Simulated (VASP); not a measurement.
# Si (Im-3m) in VASP: notebook

The runs below take Si through single point, with PBEsol.

Everything below comes from runs of VASP 6.6.1. Logs are shortened: lines on timing, memory, paths and dates and some standing lists are left out, and cuts for length are marked.

## (1) The cell of the first run

The structure is cubic, space group Im-3m (No. 229). Conventional cell: a = 2.252 Å, b = 2.252 Å, c = 2.252 Å, α = 90.00°, β = 90.00°, γ = 90.00°. Within 2.6 Å of Si (site symmetry m-3m) lie 14 Si at 1.95 to 2.25 Å.

## (2) Single point, PBEsol (volume scaled by 0.4)

File INCAR:

```
PREC = Accurate
ENCUT = 520
EDIFF = 1E-6
ISMEAR = -1
SIGMA = 0.1
LREAL = F
LASPH = T
NELM = 60
ALGO = Normal
ISIF = 2
LWAVE = F
LCHARG = F
GGA = PS
NBANDS = 8
```

File KPOINTS:

```
Automatic mesh
0
Gamma
  19 19 19
```

File POSCAR:

```
Si
1.0
   -1.1260199894      1.1260199894      1.1260199894
    1.1260199894     -1.1260199894      1.1260199894
    1.1260199894      1.1260199894     -1.1260199894
Si
1
Direct
    0.0000000000      0.0000000000      0.0000000000
```

Potentials or basis: VASP PAW PBE potentials, release 64 (Si).

Command:

```console
$ cat potpaw_PBE.64/Si/POTCAR > POTCAR
$ mpirun -np 1 vasp_std > vasp.out
```

OUTCAR:

```text
PREC = Accurate
   ENCUT = 520
   EDIFF = 1E-6
   ISMEAR = -1
   LREAL = F
   LASPH = T
   NELM = 60
   ISIF = 2
   GGA = PS

 ion  position               nearest neighbor table
   1  0.000  0.000  0.000-

  LATTYP: Found a body centered cubic cell.
 ALAT       =     2.2520399788

  Lattice vectors:

 A1 = (  -1.1260199894,   1.1260199894,   1.1260199894)
 A2 = (   1.1260199894,  -1.1260199894,   1.1260199894)
 A3 = (   1.1260199894,   1.1260199894,  -1.1260199894)

Analysis of symmetry for initial positions (statically):
=====================================================================
 Subroutine PRICEL returns:
 Original cell was already a primitive cell.

 Routine SETGRP: Setting up the symmetry group for a
 body centered cubic supercell.

 Subroutine GETGRP returns: Found 48 space group operations
 (whereof 48 operations were pure point group operations)
 out of a pool of 48 trial point group operations.

The static configuration has the point symmetry O_h .

Analysis of symmetry for dynamics (positions and initial velocities):
=====================================================================
 Subroutine PRICEL returns:
 Original cell was already a primitive cell.

 Routine SETGRP: Setting up the symmetry group for a
 body centered cubic supercell.

 Subroutine GETGRP returns: Found 48 space group operations
 (whereof 48 operations were pure point group operations)
 out of a pool of 48 trial point group operations.

The dynamic configuration has the point symmetry O_h .

 Subroutine INISYM returns: Found 48 space group operations
 (whereof 48 operations are pure point group operations),
 and found     1 'primitive' translations

----------------------------------------------------------------------------------------

                                     Primitive cell

  volume of cell :       5.7108

  direct lattice vectors                    reciprocal lattice vectors
    -1.126019989  1.126019989  1.126019989     0.000000000  0.444041851  0.444041851
     1.126019989 -1.126019989  1.126019989     0.444041851  0.000000000  0.444041851
     1.126019989  1.126019989 -1.126019989     0.444041851  0.444041851  0.000000000

  length of vectors
     1.950323832  1.950323832  1.950323832     0.627970007  0.627970007  0.627970007

  position of ions in fractional coordinates (direct lattice)
     0.000000000  0.000000000  0.000000000

  ion indices of the primitive-cell ions
   primitive index   ion index
                 1           1

----------------------------------------------------------------------------------------

 KPOINTS: Automatic mesh

Automatic generation of k-mesh.
 Grid dimensions read from file:
 generate k-points for:   19   19   19

 Generating k-lattice:

  Cartesian coordinates                     Fractional coordinates (reciprocal lattice)
     0.000000000  0.023370624  0.023370624     0.052631579  0.000000000  0.000000000
     0.023370624  0.000000000  0.023370624     0.000000000  0.052631579  0.000000000
     0.023370624  0.023370624  0.000000000     0.000000000  0.000000000  0.052631579

  Length of vectors
     0.033051053  0.033051053  0.033051053

  Shift w.r.t. Gamma in fractional coordinates (k-lattice)
     0.000000000  0.000000000  0.000000000

 Subroutine IBZKPT returns following result:
 ===========================================

 Found    220 irreducible k-points:

 Following reciprocal coordinates:
            Coordinates               Weight
  0.000000  0.000000  0.000000      1.000000
  0.052632  0.000000  0.000000     12.000000
  0.105263  0.000000  0.000000     12.000000
  0.157895  0.000000  0.000000     12.000000
  0.210526  0.000000  0.000000     12.000000
  0.263158  0.000000  0.000000     12.000000
[... 16 lines left out ...]
  0.263158  0.105263 -0.000000     48.000000
  0.315789  0.105263 -0.000000     48.000000
 [... further k-points ...]
   k-points           NKPTS =    220   k-points in BZ     NKDIM =    220   number of bands    NBANDS=      8
   number of dos      NEDOS =    301   number of ions     NIONS =      1
   total plane-waves  NPLWV =   4096
   dimension x,y,z NGX =    16 NGY =   16 NGZ =   16
   dimension x,y,z NGXF=    32 NGYF=   32 NGZF=   32
   ions per type =               1
   NGX,Y,Z   is equivalent  to a cutoff of  13.64, 13.64, 13.64 a.u.
   NGXF,Y,Z  is equivalent  to a cutoff of  27.28, 27.28, 27.28 a.u.
 SYSTEM =  unknown system
   PREC   = accura    normal or accurate (medium, high low for compatibility)
   ISTART =      0    job   : 0-new  1-cont  2-samecut
   ICHARG =      2    charge: 1-file 2-atom 10-const
   ISPIN  =      1    spin polarized calculation?
   LNONCOLLINEAR =      F non collinear calculations
   LSORBIT =      F    spin-orbit coupling
   LASPH  =      T    aspherical Exc in radial PAW
   ENCUT  =  520.0 eV  38.22 Ry    6.18 a.u.   3.63  3.63  3.63*2*pi/ulx,y,z
   NELM   =     60;   NELMIN=  2; NELMDL= -5     # of ELM steps
   EDIFF  = 0.1E-05   stopping-criterion for ELM
   LREAL  =      F    real-space projection
   EDIFFG = 0.1E-04   stopping-criterion for IOM
   NSW    =      0    number of steps for IOM
   IBRION =     -1    ionic relax: 0-MD 1-quasi-New 2-CG
   NFREE  =      0    steps in history (QN), initial steepest desc. (CG)
   ISIF   =      2    stress and relaxation
   ISYM   =      2    0-nonsym 1-usesym 2-fastsym
   POTIM  = 0.5000    time-step for ionic-motion
   TEBEG  =    0.0;   TEEND  =   0.0 temperature during run
   PSTRESS=    0.0 pullay stress
   NELECT =       4.0000    total number of electrons
   NUPDOWN=      -1.0000    fix difference up-down
   EMIN   =  10.00;   EMAX   =-10.00  energy-range for DOS
   EFERMI =   0.00;   METHOD = LEGACY
   ISMEAR =    -1;   SIGMA  =   0.10  broadening in eV -4-tet -1-fermi 0-gaus
   EFERMI_NEDOS =   21; number of points for ismear=-14 and -15
   IALGO  =     38    algorithm
   IMIX   =      4    mixing-type and parameters
     AMIX     =   0.40;   BMIX     =  1.00
     AMIX_MAG =   1.60;   BMIX_MAG =  1.00
  volume/ion in A,a.u.               =       5.71        38.54
  Fermi-wavevector in a.u.,A,eV,Ry     =   1.453881  2.747436 28.759569  2.113769
  Thomas-Fermi vector in A             =   2.571096
   LORBIT       =      0    0 simple, 1 ext, 2 COOP (PROOUT), +10 PAW based schemes
   GGA     = PS    functional components
   LHFCALC =     F    Hartree Fock is set to
   AEXX    =    0.0000 exact exchange contribution
   IVDW    =     0    specifies the selected vdW correction
   LEPSILON=     F    determine dielectric tensor
   LRPA    =     F    only Hartree local field effects (RPA)
 non-spin polarized calculation
  energy-cutoff  :      520.00
  volume of cell :        5.71
 maximum number of plane-waves:       164
   NGX =  7   NGY =  7   NGZ =  7

 number of electron       4.0000000 magnetization

 Free energy of the ion-electron system (eV)
  ---------------------------------------------------
  ext. energy  EPLUGINS =         0.00000000
  ---------------------------------------------------
  free energy    TOTEN  =         2.04202888 eV

  energy without entropy =        2.04802683  energy(sigma->0) =        2.04502786

 E-fermi :  27.5865     XC(G=0): -15.4541

 val. band max:       27.5792376738   @ k =  -0.4737  -0.4737   0.4211
 cond. band min:      27.7387626448   @ k =  -0.3684   0.4737   0.2105
 fundamental gap:      0.1595249710
 Fermi energy:        27.5865171871

 k-point     1 :       0.0000    0.0000    0.0000
  band No.  band energies     occupation
      1       2.1371      2.00000
      2      45.4740      0.00000
      3      45.4740      0.00000
      4      45.4740      0.00000
      5      51.8866      0.00000
      6      51.8866      0.00000
      7      56.1689      0.00000
      8      56.1689      0.00000

 k-point     2 :       0.0526    0.0000    0.0000
  band No.  band energies     occupation
      1       2.2928      2.00000
      2      44.3647      0.00000
      3      44.7922      0.00000
      4      45.3355      0.00000
      5      50.3069      0.00000
      6      50.9884      0.00000
      7      57.1233      0.00000
      8      57.1761      0.00000

 k-point     3 :       0.1053    0.0000    0.0000
  band No.  band energies     occupation
      1       2.7581      2.00000
      2      41.2455      0.00000
      3      43.2515      0.00000
      4      44.9683      0.00000
      5      49.3453      0.00000
      6      49.4014      0.00000
      7      58.1979      0.00000
      8      58.4108      0.00000

 k-point     4 :       0.1579    0.0000    0.0000
  band No.  band energies     occupation
      1       3.5277      2.00000
      2      37.3836      0.00000
      3      41.5009      0.00000
      4      44.4776      0.00000
      5      47.8640      0.00000
      6      49.1175      0.00000
      7      58.3847      0.00000
      8      58.6422      0.00000

 k-point     5 :       0.2105    0.0000    0.0000
  band No.  band energies     occupation
      1       4.5934      2.00000
      2      33.4871      0.00000
      3      39.8399      0.00000
      4      43.9605      0.00000
      5      46.5254      0.00000
      6      48.9877      0.00000
      7      58.6488      0.00000
      8      59.0097      0.00000
[... 177 lines left out ...]
 k-point    22 :       0.2105    0.1053    0.0000
  band No.  band energies     occupation
      1       6.3883      2.00000
      2      29.8676      0.00000
      3      35.1098      0.00000
      4      42.6766      0.00000
      5      46.6200      0.00000
      6      51.5260      0.00000
      7      57.1329      0.00000
      8      61.9224      0.00000

 k-point    23 :       0.2632    0.1053   -0.0000
  band No.  band energies     occupation
      1       7.9984      2.00000
      2      26.4466      1.99998
      3      33.9651      0.00000
      4      42.0693      0.00000
      5      46.0570      0.00000
      6      51.5892      0.00000
      7      57.1966      0.00000
      8      63.3118      0.00000

 k-point    24 :       0.3158    0.1053   -0.0000
  band No.  band energies     occupation
      1       9.8541      2.00000
      2      23.2242      2.00000
      3      33.1091      0.00000
      4      41.5815      0.00000
      5      45.5635      0.00000
      6      51.5208      0.00000
      7      57.6587      0.00000
      8      64.5781      0.00000

 [... further k-points ...]
[... 5 lines left out ...]
  --------------------------------------------------------------------------------------
  -------------------------------------------------------------------------------------
  Total       21.3927072     21.3927072     21.3927072     -0.0000000      0.0000000      0.0000000
  in kB     6001.7518695   6001.7518695   6001.7518695     -0.0000000      0.0000000      0.0000000
  external PRESSURE =    6001.7518695 kB  Pullay stress =       0.0000000 kB

 VOLUME and BASIS-vectors are now :
 -----------------------------------------------------------------------------
  energy-cutoff  :      520.00
  volume of cell :        5.71
      direct lattice vectors                 reciprocal lattice vectors
    -1.126019989  1.126019989  1.126019989     0.000000000  0.444041851  0.444041851
     1.126019989 -1.126019989  1.126019989     0.444041851  0.000000000  0.444041851
     1.126019989  1.126019989 -1.126019989     0.444041851  0.444041851  0.000000000

 POSITION                                       TOTAL-FORCE (eV/Angst)
 -----------------------------------------------------------------------------------
      0.00000      0.00000      0.00000         0.000000     -0.000000      0.000000
 -----------------------------------------------------------------------------------
    total drift:                                0.000000     -0.000000      0.000000

  FREE ENERGIE OF THE ION-ELECTRON SYSTEM (eV)
  ---------------------------------------------------
  free  energy   TOTEN  =         2.0420288816 eV

  energy  without entropy=        2.0480268322  energy(sigma->0) =        2.04502786
```

It took 2.6 s on 1 thread of Intel Xeon 6975P-C, shared host; peak memory 0.11 GiB.

The run converged, but its numbers aren't listed here, since they failed a check.

Caveat: the PAW data sets were made with another functional, which shifts forces and pressure a little.

[end of part 1 of 2]
